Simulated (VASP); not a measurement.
# AlCu3 (R-3m) in VASP: notebook, part 3 of 3

VASP 6.6.1. Earlier steps stand in the parts before.

### Step 4. Single point, LDA (12.49 Å³/atom)

This run uses another cell than the first one, of 12.49 Å³/atom.

INCAR

```
SYSTEM = AlCu3
ALGO     = Fast           ! electronic algorithm
EDIFF    = 1E-7           ! SCF threshold, eV
ENCUT    = 520            ! plane-wave cutoff, eV
ISIF     = 2              ! what is computed and relaxed
ISMEAR   = 0              ! smearing method
LASPH    = .TRUE.         ! aspherical terms in the spheres
LCHARG   = .FALSE.        ! write CHGCAR
LREAL    = .FALSE.        ! projectors in reciprocal space
LWAVE    = .FALSE.        ! write WAVECAR
NBANDS   = 26             ! bands
NELM     = 80             ! most SCF steps
PREC     = Accurate       ! precision mode
SIGMA    = 0.15           ! smearing width, eV
```

KPOINTS

```
k-points
0
G
  14 14 14
  0 0 0
```

POSCAR

```
AlCu3
1.0
    0.1193712576      2.9842814390      2.9842814390
    2.9842814390      0.1193712576      2.9842814390
    2.9842814390      2.9842814390      0.1193712576
Al Cu
1 3
Direct
    0.0000000000      0.0000000000      0.0000000000
    0.5000000000      0.5000000000      0.5000000000
    0.2500000000      0.2500000000      0.2500000000
    0.7500000000      0.7500000000      0.7500000000
```

Potentials or basis: VASP PAW LDA potentials, release 64 (Al, Cu).

Launch:

```console
$ cat potpaw_LDA.64/Al/POTCAR potpaw_LDA.64/Cu/POTCAR > POTCAR
$ mpirun -np 1 vasp_std > vasp.out
```

OUTCAR:

```text
SYSTEM = AlCu3
   EDIFF = 1E-7
   ENCUT = 520
   ISIF = 2
   ISMEAR = 0
   LASPH = .TRUE.
   LREAL = .FALSE.
   NELM = 80
   PREC = Accurate

 ion  position               nearest neighbor table
   1  0.000  0.000  0.000-   4 2.50   4 2.50   4 2.50   3 2.50   3 2.50   3 2.50   4 2.64   3 2.64
                             2 2.93   2 2.93   2 2.93   2 2.93   2 2.93   2 2.93
   2  0.500  0.500  0.500-   3 2.50   3 2.50   3 2.50   4 2.50   4 2.50   4 2.50   4 2.64   3 2.64
                             1 2.93   1 2.93   1 2.93   1 2.93   1 2.93   1 2.93
   3  0.250  0.250  0.250-   1 2.50   1 2.50   1 2.50   2 2.50   2 2.50   2 2.50   2 2.64   1 2.64

   4  0.750  0.750  0.750-   2 2.50   2 2.50   2 2.50   1 2.50   1 2.50   1 2.50   2 2.64   1 2.64

  LATTYP: Found a trigonal (rhomboedric) cell.
 ALAT       =     4.2220991120
 COS(alpha) =     0.5395683453

  Lattice vectors:

 A1 = (   0.1193712576,   2.9842814390,   2.9842814390)
 A2 = (   2.9842814390,   0.1193712576,   2.9842814390)
 A3 = (   2.9842814390,   2.9842814390,   0.1193712576)

Analysis of symmetry for initial positions (statically):
=====================================================================
 Subroutine PRICEL returns:
 Original cell was already a primitive cell.

 Routine SETGRP: Setting up the symmetry group for a
 trigonal (rhombohedral) supercell.

 Subroutine GETGRP returns: Found 12 space group operations
 (whereof 12 operations were pure point group operations)
 out of a pool of 12 trial point group operations.

The static configuration has the point symmetry D_3d.

Analysis of symmetry for dynamics (positions and initial velocities):
=====================================================================
 Subroutine PRICEL returns:
 Original cell was already a primitive cell.

 Routine SETGRP: Setting up the symmetry group for a
 trigonal (rhombohedral) supercell.

 Subroutine GETGRP returns: Found 12 space group operations
 (whereof 12 operations were pure point group operations)
 out of a pool of 12 trial point group operations.

The dynamic configuration has the point symmetry D_3d.

 Subroutine INISYM returns: Found 12 space group operations
 (whereof 12 operations are pure point group operations),
 and found     1 'primitive' translations

----------------------------------------------------------------------------------------

                                     Primitive cell

  volume of cell :      49.9680

  direct lattice vectors                    reciprocal lattice vectors
     0.119371258  2.984281439  2.984281439    -0.177947611  0.171103472  0.171103472
     2.984281439  0.119371258  2.984281439     0.171103472 -0.177947611  0.171103472
     2.984281439  2.984281439  0.119371258     0.171103472  0.171103472 -0.177947611

  length of vectors
     4.222099112  4.222099112  4.222099112     0.300363360  0.300363360  0.300363360

  position of ions in fractional coordinates (direct lattice)
     0.000000000  0.000000000  0.000000000
     0.500000000  0.500000000  0.500000000
     0.250000000  0.250000000  0.250000000
     0.750000000  0.750000000  0.750000000

  ion indices of the primitive-cell ions
[... 28 lines left out ...]
 ===========================================

 Found    288 irreducible k-points:

 Following reciprocal coordinates:
            Coordinates               Weight
  0.000000  0.000000  0.000000      1.000000
  0.071429 -0.000000 -0.000000      6.000000
  0.142857  0.000000  0.000000      6.000000
  0.214286  0.000000  0.000000      6.000000
  0.285714  0.000000 -0.000000      6.000000
  0.357143  0.000000  0.000000      6.000000
[... 16 lines left out ...]
  0.214286  0.142857  0.000000     12.000000
  0.285714  0.142857  0.000000     12.000000
 [... further k-points ...]
   k-points           NKPTS =    288   k-points in BZ     NKDIM =    288   number of bands    NBANDS=     26
   number of dos      NEDOS =    301   number of ions     NIONS =      4
   total plane-waves  NPLWV =  32768
   dimension x,y,z NGX =    32 NGY =   32 NGZ =   32
   dimension x,y,z NGXF=    64 NGYF=   64 NGZF=   64
   ions per type =               1   3
   NGX,Y,Z   is equivalent  to a cutoff of  12.60, 12.60, 12.60 a.u.
   NGXF,Y,Z  is equivalent  to a cutoff of  25.20, 25.20, 25.20 a.u.
 SYSTEM =  AlCu3
   PREC   = accura    normal or accurate (medium, high low for compatibility)
   ISTART =      0    job   : 0-new  1-cont  2-samecut
   ICHARG =      2    charge: 1-file 2-atom 10-const
   ISPIN  =      1    spin polarized calculation?
   LNONCOLLINEAR =      F non collinear calculations
   LSORBIT =      F    spin-orbit coupling
   LASPH  =      T    aspherical Exc in radial PAW
   ENCUT  =  520.0 eV  38.22 Ry    6.18 a.u.   7.85  7.85  7.85*2*pi/ulx,y,z
   NELM   =     80;   NELMIN=  2; NELMDL= -5     # of ELM steps
   EDIFF  = 0.1E-06   stopping-criterion for ELM
   LREAL  =      F    real-space projection
   EDIFFG = 0.1E-05   stopping-criterion for IOM
   NSW    =      0    number of steps for IOM
   IBRION =     -1    ionic relax: 0-MD 1-quasi-New 2-CG
   NFREE  =      0    steps in history (QN), initial steepest desc. (CG)
   ISIF   =      2    stress and relaxation
   ISYM   =      2    0-nonsym 1-usesym 2-fastsym
   POTIM  = 0.5000    time-step for ionic-motion
   TEBEG  =    0.0;   TEEND  =   0.0 temperature during run
   PSTRESS=    0.0 pullay stress
   NELECT =      36.0000    total number of electrons
   NUPDOWN=      -1.0000    fix difference up-down
   EMIN   =  10.00;   EMAX   =-10.00  energy-range for DOS
   EFERMI =   0.00;   METHOD = LEGACY
   ISMEAR =     0;   SIGMA  =   0.15  broadening in eV -4-tet -1-fermi 0-gaus
   EFERMI_NEDOS =   21; number of points for ismear=-14 and -15
   IALGO  =     68    algorithm
   IMIX   =      4    mixing-type and parameters
     AMIX     =   0.40;   BMIX     =  1.00
     AMIX_MAG =   1.60;   BMIX_MAG =  1.00
  volume/ion in A,a.u.               =      12.49        84.30
  Fermi-wavevector in a.u.,A,eV,Ry     =   1.467613  2.773387 29.305441  2.153889
  Thomas-Fermi vector in A             =   2.583210
   LORBIT       =      0    0 simple, 1 ext, 2 COOP (PROOUT), +10 PAW based schemes
   GGA     = CA    functional components
   LHFCALC =     F    Hartree Fock is set to
   AEXX    =    0.0000 exact exchange contribution
   IVDW    =     0    specifies the selected vdW correction
   LEPSILON=     F    determine dielectric tensor
   LRPA    =     F    only Hartree local field effects (RPA)
 non-spin polarized calculation
 RMM-DIIS sequential band-by-band and
 Gauss-broadening in eV      SIGMA  =   0.15
  energy-cutoff  :      520.00
  volume of cell :       49.97
 maximum number of plane-waves:      1380
   NGX = 15   NGY = 15   NGZ = 15

 number of electron      36.0000015 magnetization

 Free energy of the ion-electron system (eV)
  ---------------------------------------------------
  ext. energy  EPLUGINS =         0.00000000
  ---------------------------------------------------
  free energy    TOTEN  =       -18.87564250 eV

  energy without entropy =      -18.86496881  energy(sigma->0) =      -18.87030565

 E-fermi :   8.0314     XC(G=0): -12.4418

 val. band max:        8.0300748980   @ k =  -0.1429  -0.4286   0.0714
 cond. band min:       8.0381452189   @ k =  -0.3571   0.2857  -0.0000
 fundamental gap:      0.0080703209
 Fermi energy:         8.0313845726

 k-point     1 :       0.0000    0.0000    0.0000
  band No.  band energies     occupation
      1      -2.3104      2.00000
      2       3.4282      2.00000
      3       3.4282      2.00000
      4       3.4557      2.00000
      5       3.5115      2.00000
      6       3.5115      2.00000
[... 685 lines left out ...]
     25      15.9130      0.00000
     26      17.3844      0.00000

 [... further k-points ...]

------------------------ aborting loop because EDIFF is reached ----------------------------------------

  FORCE on cell =-STRESS in cart. coord.  units (eV):
  Direction    XX          YY          ZZ          XY          YZ          ZX
  --------------------------------------------------------------------------------------
  -------------------------------------------------------------------------------------
  Total       -2.8780490     -2.8780490     -2.8780490     -1.0127629     -1.0127629     -1.0127629
  in kB      -92.2819576    -92.2819576    -92.2819576    -32.4732966    -32.4732966    -32.4732966
  external PRESSURE =     -92.2819576 kB  Pullay stress =       0.0000000 kB

 VOLUME and BASIS-vectors are now :
 -----------------------------------------------------------------------------
  energy-cutoff  :      520.00
  volume of cell :       49.97
      direct lattice vectors                 reciprocal lattice vectors
     0.119371258  2.984281439  2.984281439    -0.177947611  0.171103472  0.171103472
     2.984281439  0.119371258  2.984281439     0.171103472 -0.177947611  0.171103472
     2.984281439  2.984281439  0.119371258     0.171103472  0.171103472 -0.177947611

 POSITION                                       TOTAL-FORCE (eV/Angst)
 -----------------------------------------------------------------------------------
      0.00000      0.00000      0.00000         0.000000     -0.000000      0.000000
      3.04397      3.04397      3.04397         0.000000     -0.000000      0.000000
      1.52198      1.52198      1.52198        -0.005903     -0.005903     -0.005903
      4.56595      4.56595      4.56595         0.005903      0.005903      0.005903
 -----------------------------------------------------------------------------------
    total drift:                               -0.000000      0.000000      0.000000

  FREE ENERGIE OF THE ION-ELECTRON SYSTEM (eV)
  ---------------------------------------------------
  free  energy   TOTEN  =       -18.8756424960 eV

  energy  without entropy=      -18.8649688058  energy(sigma->0) =      -18.87030565
```

It took 4.2 min on 1 thread of Intel Xeon Platinum 8488C (Sapphire Rapids), shared host; peak memory 0.39 GiB.

What came out:

```
Free energy            : -18.8756 eV
Pressure               : -9.2 GPa
Largest force          : 0.010 eV/Å
Band gap on the k mesh : zero (bands 18 and 19 overlap by 5.63 eV)
```

Forces in eV/Å, atoms in the order of the input:
```
Al   0.000  0.000  0.000
Cu   0.000  0.000  0.000
Cu  -0.006 -0.006 -0.006
Cu   0.006  0.006  0.006
```

Stress tensor (GPa, compression positive):
```
-9.23 -3.25 -3.25
-3.25 -9.23 -3.25
-3.25 -3.25 -9.23
```

Levels at points of the mesh, in eV from the Fermi level:
| k point | band 15 | band 16 | band 17 | band 18 | band 19 | band 20 | band 21 | band 22 |
| --- | --- | --- | --- | --- | --- | --- | --- | --- |
| (0.00, 0.00, 0.00) | -2.49 | -2.49 | 2.96 | 3.45 | 3.96 | 3.96 | 4.18 | 4.18 |
| (0.50, 0.00, 0.00) | -2.48 | -2.45 | -2.19 | 2.32 | 2.58 | 2.64 | 2.75 | 3.35 |
| (0.50, 0.50, 0.00) | -2.37 | -2.32 | -2.29 | -2.15 | -1.76 | 1.58 | 2.38 | 10.29 |
| (0.50, 0.50, 0.50) | -2.48 | -2.48 | -2.21 | 2.98 | 2.98 | 3.10 | 3.10 | 3.94 |

Caveat: the cell stands under tension.

### Step 5. Single point, LDA (12.49 Å³/atom)

This run uses another cell than the first one, of 12.49 Å³/atom.

INCAR

```
SYSTEM = AlCu3
PREC     = Accurate       ! precision mode
ENCUT    = 520            ! plane-wave cutoff, eV
EDIFF    = 1E-7           ! SCF threshold, eV
ISMEAR   = 0              ! smearing method
SIGMA    = 0.15           ! smearing width, eV
LREAL    = .False.        ! projectors in reciprocal space
LASPH    = .True.         ! aspherical terms in the spheres
NELM     = 100            ! most SCF steps
ALGO     = Fast           ! electronic algorithm
ISIF     = 2              ! what is computed and relaxed
LWAVE    = .False.        ! write WAVECAR
LCHARG   = .True.         ! write CHGCAR
GGA      = CA             ! functional
LELF     = .True.         ! ELF
LVHAR    = .True.       
NBANDS   = 26             ! bands
```

KPOINTS

```
Automatic mesh
0
Gamma
  14 14 14
  0 0 0
```

POSCAR

```
AlCu3
1.0
    0.2414466186      3.0489654401      3.0489654401
    3.0489654401      0.2414466186      3.0489654401
    3.0489654401      3.0489654401      0.2414466186
Al Cu
1 3
Direct
    0.0000000000      0.0000000000      0.0000000000
    0.5000000000      0.5000000000      0.5000000000
    0.2500000000      0.2500000000      0.2500000000
    0.7500000000      0.7500000000      0.7500000000
```

Launch:

```console
$ cat potpaw_LDA.64/Al/POTCAR potpaw_LDA.64/Cu/POTCAR > POTCAR
$ mpirun -np 1 vasp_std > vasp.out
```

It took 4.5 min on 1 thread of Intel Xeon Platinum 8488C (Sapphire Rapids), shared host; peak memory 0.4 GiB.

The run converged. Its results:

```yaml
Free_energy: -18.7041 eV
Pressure: -7.9 GPa
Largest_force: 0.033 eV/Å
Band_gap_on_the_k_mesh: zero (bands 18 and 19 overlap by 5.82 eV)
```

Forces in eV/Å, atoms in the order of the input:
```
Al   0.000  0.000  0.000
Cu   0.000  0.000  0.000
Cu  -0.019 -0.019 -0.019
Cu   0.019  0.019  0.019
```

Stress tensor (GPa, compression positive):
```
-7.92 -5.59 -5.59
-5.59 -7.92 -5.59
-5.59 -5.59 -7.92
```

Levels at points of the mesh, in eV from the Fermi level:
```csv
k point,band 14,band 15,band 16,band 17,band 18,band 19,band 20,band 21,band 22,band 23
"(0.00, 0.00, 0.00)",-2.69,-2.47,-2.47,2.11,2.69,4.24,4.24,4.36,4.36,5.46
"(0.50, 0.00, 0.00)",-2.56,-2.51,-2.47,-2.21,1.88,2.23,2.65,2.73,3.51,5.33
"(0.50, 0.50, 0.00)",-2.51,-2.49,-2.37,-2.30,-2.18,-1.47,1.28,2.75,9.84,10.60
"(0.50, 0.50, 0.50)",-2.55,-2.47,-2.47,-2.24,3.31,3.31,3.41,3.41,4.54,6.32
```

Caveat: the cell stands under tension.

### Step 6. Overview

| cell | further INCAR settings | gap on the mesh (eV) | pressure (GPa) | largest force (eV/Å) |
| --- | --- | --- | --- | --- |
| a = 4.034 Å, angles 54.7°, 4 atoms | ALGO = Fast; EDIFF = 1e-06; NBANDS = 26 | none | 33.1 | 0.03 |
| a = 3.721 Å, angles 65.4°, 4 atoms | ALGO = Fast; EDIFF = 1e-06; NBANDS = 26 | none | 34.3 | 0.14 |
| a = 4.222 Å, angles 57.3°, 4 atoms | ALGO = Fast; EDIFF = 1e-07; NBANDS = 26 | none | -9.2 | 0.01 |
| a = 4.319 Å, angles 54.7°, 4 atoms | ALGO = Fast; EDIFF = 1e-07; NBANDS = 26 | none | -7.9 | 0.03 |

Alike in all rows: task single point; level LDA; potentials or basis VASP PAW LDA potentials, release 64 (Al, Cu); no spin polarisation; k mesh 14 × 14 × 14; cutoff (eV) 520; smearing gaussian 0.15 eV.

Caveats: the cell stands under pressure (at least some runs); the cell stands under tension (at least some runs).

Total energies depend on the potentials used, so only differences within one code and one set of settings carry meaning.

The gap in the log of VASP goes by the Fermi energy; the results here count the filled bands.